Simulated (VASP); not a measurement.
## SrTiO3: relaxation of cell and atoms with PBE

The system is SrTiO3.

```
Sr Ti O
1.0
     3.91820    0.00000    0.00000
     0.00000    3.91820    0.00000
     0.00000    0.00000    3.91820
Sr Ti O
1 1 3
Cartesian
  1.9591 1.9591 1.9591
  0.0000 0.0000 0.0000
  1.9591 0.0000 0.0000
  0.0000 1.9591 0.0000
  0.0000 0.0000 1.9591
```

```yaml
Program: VASP 6.6.1
Task: relaxation of cell and atoms
Functional: PBE
Potentials_or_basis: VASP PAW PBE potentials, release 64 (Sr_sv, Ti_sv, O)
Cutoff: 600 eV
k_mesh: 8 × 8 × 8
Occupations: gaussian, width 0.02 eV
Spin: no spin polarisation
Dipole_correction: no
Further_INCAR_settings: ALGO = Normal; EDIFF = 1e-06; IBRION = 2; EDIFFG = -0.005; NSW = 100; ISIF = 3
```

| Item | Value |
| --- | --- |
| Relaxed volume | 12.23 Å³/atom |
| Relaxed cell | a = 3.940 Å, b = 3.940 Å, c = 3.940 Å, α = 90.00°, β = 90.00°, γ = 90.00° |
| Space group after relaxing (to 0.05 Å) | Pm-3m (No. 221) |
| Energy gained by relaxing | 1.8 meV/atom |
| Ionic steps | 3 |
| Pressure after relaxing | 0.0 GPa |
| Band gap on the k mesh | 1.81 eV, indirect (least direct gap 2.18 eV) |

Step by step:
```tsv
step	energy change (eV)	largest force (eV/Å)	pressure (GPa)	volume (Å³)
1	0.0000	0.0000	2.85	60.15
2	-0.0025	0.0000	-2.32	62.04
3	-0.0090	0.0000	-0.01	61.16
```

Final structure:
```yaml
crystal:
  lattice:
    - [3.94004, 0.00000, 0.00000]
    - [0.00000, 3.94004, 0.00000]
    - [0.00000, 0.00000, 3.94004]
  atoms:
    - { symbol: Sr, position: [0.50000, 0.50000, 0.50000] }
    - { symbol: Ti, position: [0.00000, 0.00000, 0.00000] }
    - { symbol: O, position: [0.50000, 0.00000, 0.00000] }
    - { symbol: O, position: [0.00000, 0.50000, 0.00000] }
    - { symbol: O, position: [0.00000, 0.00000, 0.50000] }
```

Levels at points of the mesh, in eV from the valence-band top:
```tsv
k point	band 17	band 18	band 19	band 20	band 21	band 22	band 23	band 24
(0.00, 0.00, 0.00)	-1.13	-0.37	-0.37	-0.37	1.81	1.81	1.81	4.12
(0.50, 0.00, 0.00)	-2.29	-1.90	-0.73	-0.73	1.96	3.64	3.64	4.13
(0.50, 0.50, 0.00)	-1.74	-1.54	-1.54	-0.09	3.65	3.65	4.09	5.06
(0.50, 0.50, 0.50)	-3.66	0.00	0.00	0.00	4.29	4.29	4.29	6.84
```

Run time: 3.5 min on 1 thread of AMD EPYC 7R43 64-Core Processor (Zen 3) (shared host), peak memory 0.2 GiB.

A k mesh can miss the band edges. As with any semilocal functional, this PBE gap is likely too small.
